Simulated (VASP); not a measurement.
# InSb (F-43m) in VASP: a series of runs

InSb is run at these levels: PBEsol; tasks: single point.

Everything below comes from runs of VASP 6.6.1. Logs are shortened: lines on timing, memory, paths and dates and some standing lists are left out, and cuts for length are marked.

## 1. The cell of the first run

Symmetry: F-43m, No. 216, cubic system. The conventional cell has a = 6.479 Å, b = 6.479 Å, c = 6.479 Å, α = 90.00°, β = 90.00°, γ = 90.00°. In (site symmetry -43m) has 4 Sb at 2.81 Å within 3.7 Å. Sb (site symmetry -43m) has 4 In at 2.81 Å within 3.7 Å.

## 2. Single point, PBEsol, non-collinear spin, zero start, spin-orbit coupling

INCAR reads:

```
SYSTEM = InSb
PREC = Accurate
ENCUT = 500
EDIFF = 1E-6
ISMEAR = 0
SIGMA = 0.01
LREAL = .False.
LASPH = .True.
NELM = 200
ALGO = Normal
ISIF = 2
LWAVE = .False.
LCHARG = .True.
LNONCOLLINEAR = .True.
MAGMOM = 0 0 0 0 0 0
LORBIT = 11
LSORBIT = .True.
GGA_COMPAT = .False.
LORBMOM = .True.
GGA = PS
LVHAR = .True.
NBANDS = 30
```

KPOINTS reads:

```
regular mesh
0
Gamma
  10 10 10
  0 0 0
```

POSCAR reads:

```
InSb
1.0
    0.0000000000      3.2395000000      3.2395000000
    3.2395000000      0.0000000000      3.2395000000
    3.2395000000      3.2395000000      0.0000000000
In Sb
1 1
Direct
    0.0000000000      0.0000000000      0.0000000000
    0.2500000000      0.2500000000      0.2500000000
```

Potentials or basis: VASP PAW PBE potentials, release 64 (In_d, Sb).

The run is started by

```sh
> cat potpaw_PBE.64/In_d/POTCAR potpaw_PBE.64/Sb/POTCAR > POTCAR
> mpirun -np 1 vasp_ncl > vasp.out
```

OUTCAR:

```text
SYSTEM = InSb
   PREC = Accurate
   ENCUT = 500
   EDIFF = 1E-6
   ISMEAR = 0
   LREAL = .False.
   LASPH = .True.
   NELM = 200
   ISIF = 2
   LNONCOLLINEAR = .True.
   LORBIT = 11
   LSORBIT = .True.
   GGA = PS

 ion  position               nearest neighbor table
   1  0.000  0.000  0.000-   2 2.81   2 2.81   2 2.81   2 2.81
   2  0.250  0.250  0.250-   1 2.81   1 2.81   1 2.81   1 2.81

  LATTYP: Found a face centered cubic cell.
 ALAT       =     6.4790000000

  Lattice vectors:

 A1 = (   0.0000000000,   3.2395000000,   3.2395000000)
 A2 = (   3.2395000000,   0.0000000000,   3.2395000000)
 A3 = (   3.2395000000,   3.2395000000,   0.0000000000)

Analysis of symmetry for initial positions (statically):
=====================================================================
 Subroutine PRICEL returns:
 Original cell was already a primitive cell.

 Routine SETGRP: Setting up the symmetry group for a
 face centered cubic supercell.

 Subroutine GETGRP returns: Found 24 space group operations
 (whereof 24 operations were pure point group operations)
 out of a pool of 48 trial point group operations.

The static configuration has the point symmetry T_d .

Analysis of symmetry for dynamics (positions and initial velocities):
=====================================================================
 Subroutine PRICEL returns:
 Original cell was already a primitive cell.

 Routine SETGRP: Setting up the symmetry group for a
 face centered cubic supercell.

 Subroutine GETGRP returns: Found 24 space group operations
 (whereof 24 operations were pure point group operations)
 out of a pool of 48 trial point group operations.

The dynamic configuration has the point symmetry T_d .

Analysis of structural, dynamic, and magnetic symmetry:
=====================================================================
 Subroutine PRICEL returns:
 Original cell was already a primitive cell.

 Routine SETGRP: Setting up the symmetry group for a
 face centered cubic supercell.

 Subroutine GETGRP returns: Found 24 space group operations
 (whereof 24 operations were pure point group operations)
 out of a pool of 48 trial point group operations.

The overall configuration has the point symmetry T_d .

 Subroutine INISYM returns: Found 24 space group operations
 (whereof 24 operations are pure point group operations),
 and found     1 'primitive' translations

----------------------------------------------------------------------------------------

                                     Primitive cell

  volume of cell :      67.9930

  direct lattice vectors                    reciprocal lattice vectors
     0.000000000  3.239500000  3.239500000    -0.154344806  0.154344806  0.154344806
     3.239500000  0.000000000  3.239500000     0.154344806 -0.154344806  0.154344806
     3.239500000  3.239500000  0.000000000     0.154344806  0.154344806 -0.154344806

  length of vectors
     4.581344835  4.581344835  4.581344835     0.267333046  0.267333046  0.267333046

  position of ions in fractional coordinates (direct lattice)
     0.000000000  0.000000000  0.000000000
     0.250000000  0.250000000  0.250000000

  ion indices of the primitive-cell ions
   primitive index   ion index
                 1           1
                 2           2

----------------------------------------------------------------------------------------

 KPOINTS: regular mesh

Automatic generation of k-mesh.
 Grid dimensions read from file:
 generate k-points for:   10   10   10

 Generating k-lattice:

  Cartesian coordinates                     Fractional coordinates (reciprocal lattice)
    -0.015434481  0.015434481  0.015434481     0.100000000  0.000000000  0.000000000
     0.015434481 -0.015434481  0.015434481     0.000000000  0.100000000  0.000000000
     0.015434481  0.015434481 -0.015434481     0.000000000  0.000000000  0.100000000

  Length of vectors
     0.026733305  0.026733305  0.026733305

[... 91 lines left out ...]
 number of electron      17.9999993 magnetization       0.0000000     -0.0000000      0.0000000

 number of electron      17.9999993 magnetization       0.0000000      0.0000000      0.0000000

 number of electron      17.9999993 magnetization      -0.0000000     -0.0000000     -0.0000000

 number of electron      17.9999993 magnetization      -0.0000000     -0.0000000      0.0000000

 Free energy of the ion-electron system (eV)
  ---------------------------------------------------
  ext. energy  EPLUGINS =         0.00000000
  ---------------------------------------------------
  free energy    TOTEN  =        -7.79813818 eV

  energy without entropy =       -7.79812690  energy(sigma->0) =       -7.79813254

 E-fermi :   5.1995     XC(G=0):  -8.8679

 val. band max:        5.1995429917   @ k =   0.0000   0.0000   0.0000
 cond. band min:       5.1995430780   @ k =   0.0000   0.0000   0.0000
 fundamental gap:      0.0000000863
 Fermi energy:         5.1995430348

 k-point     1 :       0.0000    0.0000    0.0000
  band No.  band energies     occupation
      1     -10.0502      1.00000
      2     -10.0502      1.00000
      3     -10.0502      1.00000
      4     -10.0502      1.00000
      5      -9.2443      1.00000
      6      -9.2443      1.00000
[... 781 lines left out ...]
     29      12.1018      0.00000
     30      12.1402      0.00000

 [... further k-points ...]
[... 5 lines left out ...]
  --------------------------------------------------------------------------------------
  -------------------------------------------------------------------------------------
  Total        0.3663300      0.3663300      0.3663300      0.0000000      0.0000000     -0.0000000
  in kB        8.6321520      8.6321520      8.6321520      0.0000000      0.0000000     -0.0000000
  external PRESSURE =       8.6321520 kB  Pullay stress =       0.0000000 kB

 VOLUME and BASIS-vectors are now :
 -----------------------------------------------------------------------------
  energy-cutoff  :      500.00
  volume of cell :       67.99
      direct lattice vectors                 reciprocal lattice vectors
     0.000000000  3.239500000  3.239500000    -0.154344806  0.154344806  0.154344806
     3.239500000  0.000000000  3.239500000     0.154344806 -0.154344806  0.154344806
     3.239500000  3.239500000  0.000000000     0.154344806  0.154344806 -0.154344806

 POSITION                                       TOTAL-FORCE (eV/Angst)
 -----------------------------------------------------------------------------------
      0.00000      0.00000      0.00000        -0.000000     -0.000000      0.000000
      1.61975      1.61975      1.61975         0.000000      0.000000     -0.000000
 -----------------------------------------------------------------------------------
    total drift:                                0.000000      0.000000      0.000000

  FREE ENERGIE OF THE ION-ELECTRON SYSTEM (eV)
  ---------------------------------------------------
  free  energy   TOTEN  =        -7.7981381797 eV

  energy  without entropy=       -7.7981268959  energy(sigma->0) =       -7.79813254

 orbital moment (x)

 # of ion     p       d       tot
 ----------------------------------------
  1         0.000  -0.000   0.000
  2        -0.000  -0.000  -0.000
 ----------------------------------------
            0.000  -0.000   0.000

 orbital moment (y)

 # of ion     p       d       tot
 ----------------------------------------
  1         0.000   0.000   0.000
  2         0.000   0.000   0.000
 ----------------------------------------
            0.000   0.000   0.000

 orbital moment (z)

 # of ion     p       d       tot
 ----------------------------------------
  1         0.000   0.000   0.000
  2         0.000   0.000   0.000
 ----------------------------------------
            0.000   0.000   0.000

 Spin-Orbit-Coupling matrix elements

 Ion:    1  E_soc:     -0.0765689
 l=   1
     0.0000000    -0.0063343    -0.0063343
    -0.0063343     0.0000000    -0.0063343
    -0.0063343    -0.0063343     0.0000000
 l=   2
     0.0000000    -0.0012723     0.0000000    -0.0012723    -0.0051549
    -0.0012723     0.0000000    -0.0038662    -0.0012723    -0.0012887
     0.0000000    -0.0038662     0.0000000    -0.0038662     0.0000000
    -0.0012723    -0.0012723    -0.0038662     0.0000000    -0.0012887
    -0.0051549    -0.0012887     0.0000000    -0.0012887     0.0000000
 l=   3
     0.0000000     0.0000000     0.0000000     0.0000000     0.0000000     0.0000000     0.0000000
     0.0000000     0.0000000     0.0000000     0.0000000     0.0000000     0.0000000     0.0000000
     0.0000000     0.0000000     0.0000000     0.0000000     0.0000000     0.0000000     0.0000000
     0.0000000     0.0000000     0.0000000     0.0000000     0.0000000     0.0000000     0.0000000
     0.0000000     0.0000000     0.0000000     0.0000000     0.0000000     0.0000000     0.0000000
     0.0000000     0.0000000     0.0000000     0.0000000     0.0000000     0.0000000     0.0000000
     0.0000000     0.0000000     0.0000000     0.0000000     0.0000000     0.0000000     0.0000000

 Ion:    2  E_soc:     -0.1300251
 l=   1
     0.0000000    -0.0215818    -0.0215818
    -0.0215818     0.0000000    -0.0215818
    -0.0215818    -0.0215818     0.0000000
 l=   2
     0.0000000    -0.0000326     0.0000000    -0.0000326    -0.0000565
    -0.0000326     0.0000000    -0.0000424    -0.0000326    -0.0000141
     0.0000000    -0.0000424     0.0000000    -0.0000424     0.0000000
    -0.0000326    -0.0000326    -0.0000424     0.0000000    -0.0000141
    -0.0000565    -0.0000141     0.0000000    -0.0000141     0.0000000
 l=   3
     0.0000000     0.0000000     0.0000000     0.0000000     0.0000000     0.0000000     0.0000000
     0.0000000     0.0000000     0.0000000     0.0000000     0.0000000     0.0000000     0.0000000
     0.0000000     0.0000000     0.0000000     0.0000000     0.0000000     0.0000000     0.0000000
     0.0000000     0.0000000     0.0000000     0.0000000     0.0000000     0.0000000     0.0000000
     0.0000000     0.0000000     0.0000000     0.0000000     0.0000000     0.0000000     0.0000000
     0.0000000     0.0000000     0.0000000     0.0000000     0.0000000     0.0000000     0.0000000
     0.0000000     0.0000000     0.0000000     0.0000000     0.0000000     0.0000000     0.0000000

 total charge

# of ion       s       p       d       tot
------------------------------------------
    1        0.872   0.719   9.865  11.456
    2        1.139   1.331   0.020   2.490
--------------------------------------------------
tot          2.011   2.050   9.886  13.947

 magnetization (x)

# of ion       s       p       d       tot
------------------------------------------
    1       -0.000   0.000  -0.000   0.000
    2        0.000   0.000   0.000   0.000
--------------------------------------------------
tot         -0.000   0.000   0.000   0.000

 magnetization (y)

# of ion       s       p       d       tot
------------------------------------------
    1       -0.000   0.000  -0.000  -0.000
    2       -0.000  -0.000   0.000  -0.000
--------------------------------------------------
tot         -0.000   0.000   0.000  -0.000

 magnetization (z)

# of ion       s       p       d       tot
------------------------------------------
    1       -0.000   0.000  -0.000   0.000
    2       -0.000  -0.000   0.000  -0.000
--------------------------------------------------
tot         -0.000   0.000   0.000   0.000
```

Wall time 7.7 min (1 thread of Oxide Virtual Turin-like, shared host); peak memory 0.48 GiB.

What came out:

- Free energy: -7.7981 eV
- Pressure: 0.9 GPa
- Net moment: 0.00 μB per cell
- Valence electrons inside the program's atomic spheres: In 11.46; Sb 2.49

Moments on the atoms (μB; x, y, z):
```
In  0.00 0.00 0.00
Sb  0.00 0.00 0.00
```

Caveat: the PAW data sets were made with another functional, which shifts forces and pressure a little.

## 3. Single point, PBEsol, non-collinear spin, zero start, spin-orbit coupling

INCAR reads:

```
PREC     = Accurate       # precision mode
ENCUT    = 500            # plane-wave cutoff, eV
EDIFF    = 1E-6           # SCF threshold, eV
ISMEAR   = 0              # smearing method
SIGMA    = 0.01           # smearing width, eV
LREAL    = False          # projectors in reciprocal space
LASPH    = True           # aspherical terms in the spheres
NELM     = 200            # most SCF steps
ALGO     = Normal         # electronic algorithm
ISIF     = 2              # what is computed and relaxed
LWAVE    = False          # write WAVECAR
LCHARG   = False          # write CHGCAR
MAGMOM   = 0 0 0 0 0 0    # initial moments
LORBIT   = 11             # projections on sites
LSORBIT  = True           # spin-orbit coupling
GGA_COMPAT= False        
LORBMOM  = True         
GGA      = PS             # functional
NBANDS   = 30             # bands
```

KPOINTS reads:

```
Automatic mesh
0
Gamma
  10 10 10
```

POSCAR is that of step 2.

Potentials or basis: VASP PAW PBE potentials, release 64 (In_d, Sb).

The run is started by

```sh
> cat potpaw_PBE.64/In_d/POTCAR potpaw_PBE.64/Sb/POTCAR > POTCAR
> mpirun -np 1 vasp_ncl > vasp.out
```

OUTCAR:

```text
PREC = Accurate
   ENCUT = 500
   EDIFF = 1E-6
   ISMEAR = 0
   LREAL = False
   LASPH = True
   NELM = 200
   ISIF = 2
   LORBIT = 11
   LSORBIT = True
   GGA = PS

 ion  position               nearest neighbor table
   1  0.000  0.000  0.000-   2 2.81   2 2.81   2 2.81   2 2.81
   2  0.250  0.250  0.250-   1 2.81   1 2.81   1 2.81   1 2.81

  LATTYP: Found a face centered cubic cell.
 ALAT       =     6.4790000000

  Lattice vectors:

 A1 = (   0.0000000000,   3.2395000000,   3.2395000000)
 A2 = (   3.2395000000,   0.0000000000,   3.2395000000)
 A3 = (   3.2395000000,   3.2395000000,   0.0000000000)

Analysis of symmetry for initial positions (statically):
[... 1085 lines left out ...]
    -0.0000565    -0.0000141     0.0000000    -0.0000141     0.0000000
 l=   3
     0.0000000     0.0000000     0.0000000     0.0000000     0.0000000     0.0000000     0.0000000
     0.0000000     0.0000000     0.0000000     0.0000000     0.0000000     0.0000000     0.0000000
     0.0000000     0.0000000     0.0000000     0.0000000     0.0000000     0.0000000     0.0000000
     0.0000000     0.0000000     0.0000000     0.0000000     0.0000000     0.0000000     0.0000000
     0.0000000     0.0000000     0.0000000     0.0000000     0.0000000     0.0000000     0.0000000
     0.0000000     0.0000000     0.0000000     0.0000000     0.0000000     0.0000000     0.0000000
     0.0000000     0.0000000     0.0000000     0.0000000     0.0000000     0.0000000     0.0000000

 total charge

# of ion       s       p       d       tot
------------------------------------------
    1        0.872   0.719   9.865  11.456
    2        1.139   1.331   0.020   2.490
--------------------------------------------------
tot          2.011   2.050   9.886  13.947

 magnetization (x)

# of ion       s       p       d       tot
------------------------------------------
    1       -0.000   0.000  -0.000   0.000
    2        0.000   0.000   0.000   0.000
--------------------------------------------------
tot         -0.000   0.000   0.000   0.000

 magnetization (y)

# of ion       s       p       d       tot
------------------------------------------
    1       -0.000   0.000  -0.000  -0.000
    2       -0.000  -0.000   0.000  -0.000
--------------------------------------------------
tot         -0.000   0.000   0.000  -0.000

 magnetization (z)

# of ion       s       p       d       tot
------------------------------------------
    1       -0.000   0.000  -0.000   0.000
    2       -0.000  -0.000   0.000  -0.000
--------------------------------------------------
tot         -0.000   0.000   0.000   0.000
```

OSZICAR:

```text
N       E                     dE             d eps       ncg     rms          rms(c)
DAV:   1     0.146497317109E+03    0.14650E+03   -0.73959E+03  4380   0.118E+03
DAV:   2     0.620209996413E+01   -0.14030E+03   -0.13529E+03  4474   0.324E+02
DAV:   3    -0.737508651204E+01   -0.13577E+02   -0.13388E+02  5468   0.114E+02
DAV:   4    -0.791195679746E+01   -0.53687E+00   -0.53597E+00  5214   0.244E+01
DAV:   5    -0.794573046412E+01   -0.33774E-01   -0.33770E-01  6712   0.553E+00    0.441E+00
DAV:   6    -0.782145355907E+01    0.12428E+00   -0.16784E-01  6314   0.747E+00    0.247E+00
DAV:   7    -0.779925046185E+01    0.22203E-01   -0.74462E-02  6816   0.261E+00    0.135E+00
DAV:   8    -0.779804148573E+01    0.12090E-02   -0.36627E-03  5272   0.477E-01    0.542E-01
DAV:   9    -0.779791241853E+01    0.12907E-03   -0.25938E-03  6132   0.704E-01    0.159E-01
DAV:  10    -0.779807050046E+01   -0.15808E-03   -0.28316E-04  5642   0.247E-01    0.519E-02
DAV:  11    -0.779813849471E+01   -0.67994E-04   -0.81915E-05  5364   0.694E-02    0.251E-02
DAV:  12    -0.779813817970E+01    0.31500E-06   -0.24860E-06  5076   0.141E-02
   1 F= -.77981382E+01 E0= -.77981325E+01  d E =-.112838E-04  mag=     0.0000    -0.0000    -0.0000
```

It took 6.5 min on 1 thread of Oxide Virtual Turin-like, shared host; peak memory 0.48 GiB.

What came out:

| Item | Value |
| --- | --- |
| Free energy | -7.7981 eV |
| Pressure | 0.9 GPa |
| Net moment | 0.00 μB per cell |
| Valence electrons inside the program's atomic spheres | In 11.46; Sb 2.49 |

Moments on the atoms (μB; x, y, z):
```
In  0.00 0.00 0.00
Sb  0.00 0.00 0.00
```

Caveat: the PAW data sets were made with another functional, which shifts forces and pressure a little.
